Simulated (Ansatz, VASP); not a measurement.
## One calculation of Ga, two programs

```
Ga
1.0
     2.71616    0.00000    0.00000
     0.00000    2.71616    0.00000
     0.00000    0.00000    2.71711
Ga
1
Cartesian
  1.3581 1.3581 1.3586
```

Alike in both runs: functional PBE; k mesh 20 × 20 × 20; occupations gaussian, width 0.1 eV; no spin polarisation.

Ansatz relaxed the structure, and its values are those at the end. VASP's run is a single point on that final structure, the one shown.

|  | VASP | Ansatz |
| --- | --- | --- |
| version | VASP 6.6.1 | Ansatz 0.2.0 |
| potentials or method | VASP PAW PBE potentials, release 64 (Ga_d), cutoff 520 eV | scalar-relativistic, plane waves, PAW |
| valence electrons in the cell | 13 | 13 |

|  | VASP | Ansatz | Ansatz less VASP |
| --- | --- | --- | --- |
| gap on the k mesh at the Fermi level (eV) | none | none | - |
| pressure (GPa) | 0.1 | 0.0 | -0.11 |

A gap of «none» marks a metal or a gap that the smearing closes. With one functional, cell and mesh, what is left measures potentials, basis and numerics.
